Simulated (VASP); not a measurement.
# GaN in VASP: further runs, part 2 of 2

VASP 6.6.1.

### Step 4. Single point, PBEsol (strained)

INCAR

```
ALGO = Normal
EDIFF = 1E-7
ENCUT = 520
GGA = PS
ISIF = 2
ISMEAR = 0
LASPH = T
LCHARG = T
LELF = T
LREAL = F
LVHAR = T
LWAVE = F
NBANDS = 16
NELM = 60
PREC = Accurate
SIGMA = 0.02
```

KPOINTS

```
k-points
0
Gamma
  10 10 10
```

POSCAR

```
GaN
1.0
    0.0000000000      2.3595278111      2.3595278111
    2.3595278111      0.0000000000      2.3595278111
    2.3595278111      2.3595278111      0.0000000000
Ga N
1 1
Direct
    0.0000000000      0.0000000000      0.0000000000
    0.7500000000      0.7500000000      0.7500000000
```

Potentials or basis: VASP PAW PBE potentials, release 64 (Ga_d, N).

On the command line:

```console
$ cat potpaw_PBE.64/Ga_d/POTCAR potpaw_PBE.64/N/POTCAR > POTCAR
$ mpirun -np 1 vasp_std > vasp.out
```

OUTCAR:

```text
EDIFF = 1E-7
   ENCUT = 520
   GGA = PS
   ISIF = 2
   ISMEAR = 0
   LASPH = T
   LREAL = F
   NELM = 60
   PREC = Accurate

 ion  position               nearest neighbor table
   1  0.000  0.000  0.000-   2 2.04   2 2.04   2 2.04   2 2.04
   2  0.750  0.750  0.750-   1 2.04   1 2.04   1 2.04   1 2.04

  LATTYP: Found a face centered cubic cell.
 ALAT       =     4.7190556222

  Lattice vectors:

 A1 = (   0.0000000000,   2.3595278111,   2.3595278111)
[... 643 lines left out ...]
------------------------ aborting loop because EDIFF is reached ----------------------------------------

  FORCE on cell =-STRESS in cart. coord.  units (eV):
  Direction    XX          YY          ZZ          XY          YZ          ZX
  --------------------------------------------------------------------------------------
  -------------------------------------------------------------------------------------
  Total       -3.2348311     -3.2348311     -3.2348311     -0.0000000     -0.0000000      0.0000000
  in kB     -197.2681161   -197.2681161   -197.2681161     -0.0000000     -0.0000000      0.0000000
  external PRESSURE =    -197.2681161 kB  Pullay stress =       0.0000000 kB

 VOLUME and BASIS-vectors are now :
 -----------------------------------------------------------------------------
  energy-cutoff  :      520.00
  volume of cell :       26.27
      direct lattice vectors                 reciprocal lattice vectors
     0.000000000  2.359527811  2.359527811    -0.211906805  0.211906805  0.211906805
     2.359527811  0.000000000  2.359527811     0.211906805 -0.211906805  0.211906805
     2.359527811  2.359527811  0.000000000     0.211906805  0.211906805 -0.211906805

 POSITION                                       TOTAL-FORCE (eV/Angst)
 -----------------------------------------------------------------------------------
      0.00000      0.00000      0.00000        -0.000000     -0.000000     -0.000000
      3.53929      3.53929      3.53929         0.000000      0.000000      0.000000
 -----------------------------------------------------------------------------------
    total drift:                               -0.000001     -0.000001     -0.000001

  FREE ENERGIE OF THE ION-ELECTRON SYSTEM (eV)
  ---------------------------------------------------
  free  energy   TOTEN  =       -12.8749646082 eV

  energy  without entropy=      -12.8749646082  energy(sigma->0) =      -12.87496461
```

stdout:

```text
POSCAR found type information on POSCAR GaN
 POSCAR found :  2 types and       2 ions
 scaLAPACK will be used
 -----------------------------------------------------------------------------
|                                                                             |
|                                                                             |
|     You enforced a specific xc type in the INCAR file but a different       |
|     I HOPE YOU KNOW WHAT YOU ARE DOING!                                     |
|                                                                             |
 -----------------------------------------------------------------------------

 LDA part: xc-table for (Slater+PW92), standard interpolation
 POSCAR, INCAR and KPOINTS ok, starting setup
 FFT: planning ... GRIDC
 FFT: planning ... GRID_SOFT
 FFT: planning ... GRID
 WAVECAR not read
 entering main loop
```

It took 31 s on 1 thread of Intel Xeon Platinum 8488C (Sapphire Rapids), shared host; peak memory 0.16 GiB.

Results:

| Item | Value |
| --- | --- |
| Free energy | -12.8750 eV |
| Pressure | -19.7 GPa |
| Band gap on the k mesh | 0.81 eV, direct |

Caveat: the cell differs from its parent crystal (strained); the PAW data sets were made with another functional, which shifts forces and pressure a little.

### Step 5. Single point, PBEsol (strained)

INCAR

```
SYSTEM = GaN
PREC = Accurate ; ENCUT = 520
EDIFF = 1E-6 ; ISMEAR = 0
SIGMA = 0.02 ; LREAL = .False.
LASPH = .True. ; NELM = 100
ALGO = Normal ; ISIF = 2
LWAVE = .False. ; LCHARG = .False.
GGA = PS ; NBANDS = 16
```

KPOINTS

```
Automatic mesh
0
Gamma
  10 10 10
  0 0 0
```

POSCAR

```
GaN
1.0
    0.0000000000      2.2877763517      2.2877763517
    2.3553813700      0.0000000000      2.2877763517
    2.3553813700      2.2877763517      0.0000000000
Ga N
1 1
Direct
    0.0000000000      0.0000000000      0.0000000000
    0.7500000000      0.7500000000      0.7500000000
```

Potentials or basis: VASP PAW PBE potentials, release 64 (Ga_d, N).

On the command line:

```console
$ cat potpaw_PBE.64/Ga_d/POTCAR potpaw_PBE.64/N/POTCAR > POTCAR
$ mpirun -np 1 vasp_std > vasp.out
```

OUTCAR:

```text
SYSTEM = GaN
   PREC = Accurate
   ENCUT = 520
   EDIFF = 1E-6
   ISMEAR = 0
   LREAL = .False.
   LASPH = .True.
   NELM = 100
   ISIF = 2
   GGA = PS

 ion  position               nearest neighbor table
   1  0.000  0.000  0.000-   2 2.00   2 2.00   2 2.00   2 2.00
   2  0.750  0.750  0.750-   1 2.00   1 2.00   1 2.00   1 2.00

  LATTYP: Found a body centered tetragonal cell.
 ALAT       =     3.2354043443
 C/A-ratio  =     1.4560043317

  Lattice vectors:

 A1 = (   2.3553813700,   0.0000000000,   2.2877763517)
 A2 = (   2.3553813700,   0.0000000000,  -2.2877763517)
 A3 = (  -2.3553813700,   2.2877763517,   0.0000000000)

Analysis of symmetry for initial positions (statically):
=====================================================================
 Subroutine PRICEL returns:
 Original cell was already a primitive cell.

 Routine SETGRP: Setting up the symmetry group for a
 body centered tetragonal supercell.

 Subroutine GETGRP returns: Found  8 space group operations
 (whereof  8 operations were pure point group operations)
 out of a pool of 16 trial point group operations.

[... 161 lines left out ...]

 E-fermi :   4.6021     XC(G=0): -11.5091

 val. band max:        4.4163487492   @ k =   0.0000   0.0000   0.0000
 cond. band min:       5.5759817233   @ k =   0.0000   0.0000   0.0000
 fundamental gap:      1.1596329741
 Fermi energy:         4.6020501379

 k-point     1 :       0.0000    0.0000    0.0000
  band No.  band energies     occupation
      1     -10.9473      2.00000
      2      -9.0075      2.00000
      3      -8.9790      2.00000
      4      -8.9790      2.00000
      5      -8.7340      2.00000
      6      -8.7324      2.00000
[... 433 lines left out ...]
      3      -8.8145      2.00000
      4      -8.8058      2.00000
      5      -8.6805      2.00000
      6      -7.6848      2.00000
[... 8 lines left out ...]
     15      24.9981      0.00000
     16      26.0498      0.00000

 [... further k-points ...]

------------------------ aborting loop because EDIFF is reached ----------------------------------------

  FORCE on cell =-STRESS in cart. coord.  units (eV):
  Direction    XX          YY          ZZ          XY          YZ          ZX
  --------------------------------------------------------------------------------------
  -------------------------------------------------------------------------------------
  Total       -2.3760222     -1.7667139     -1.7667139      0.0000000      0.0000000     -0.0000000
  in kB     -154.3983724   -114.8043750   -114.8043750      0.0000000      0.0000000     -0.0000000
  external PRESSURE =    -128.0023741 kB  Pullay stress =       0.0000000 kB

 VOLUME and BASIS-vectors are now :
 -----------------------------------------------------------------------------
  energy-cutoff  :      520.00
  volume of cell :       24.66
      direct lattice vectors                 reciprocal lattice vectors
     0.000000000  2.287776352  2.287776352    -0.212279848  0.218552832  0.218552832
     2.355381370  0.000000000  2.287776352     0.212279848 -0.218552832  0.218552832
     2.355381370  2.287776352  0.000000000     0.212279848  0.218552832 -0.218552832

 POSITION                                       TOTAL-FORCE (eV/Angst)
 -----------------------------------------------------------------------------------
      0.00000      0.00000      0.00000         0.000000     -0.000000     -0.000000
      3.53307      3.43166      3.43166        -0.000000      0.000000      0.000000
 -----------------------------------------------------------------------------------
    total drift:                                0.000000     -0.000000     -0.000000

  FREE ENERGIE OF THE ION-ELECTRON SYSTEM (eV)
  ---------------------------------------------------
  free  energy   TOTEN  =       -13.0348354095 eV

  energy  without entropy=      -13.0348354095  energy(sigma->0) =      -13.03483541
```

Wall time 19 s (1 thread of Intel Xeon Platinum 8488C (Sapphire Rapids), shared host); peak memory 0.16 GiB.

Results:

- Free energy: -13.0348 eV
- Pressure: -12.8 GPa
- Band gap on the k mesh: 1.16 eV, direct

Caveat: the cell differs from its parent crystal (strained); the PAW data sets were made with another functional, which shifts forces and pressure a little.

### Step 6. Overview

```tsv
task	cell	cutoff (eV)	smearing	gap on the mesh (eV)	pressure (GPa)
single point	a = 3.181 Å, angles 60.0°, 2 atoms	520	gaussian 0.01 eV	1.72	-0.2
relaxation of cell and atoms	relaxed from a = 3.181 Å, angles 60.0°, 2 atoms	600	gaussian 0.01 eV	1.73	0.0
single point	a = 3.337 Å, angles 60.0°, 2 atoms	520	gaussian 0.02 eV	0.81	-19.7
single point	a = 3.235, b = 3.284, c = 3.284 Å, angles 59.0, 60.5, 60.5°, 2 atoms	520	gaussian 0.02 eV	1.16	-12.8
```

Alike in all rows: level PBEsol; potentials or basis VASP PAW PBE potentials, release 64 (Ga_d, N); no spin polarisation; k mesh 10 × 10 × 10.

Caveats: the PAW data sets were made with another functional, which shifts forces and pressure a little.

Total energies depend on the potentials used, so only differences within one code and one set of settings carry meaning.
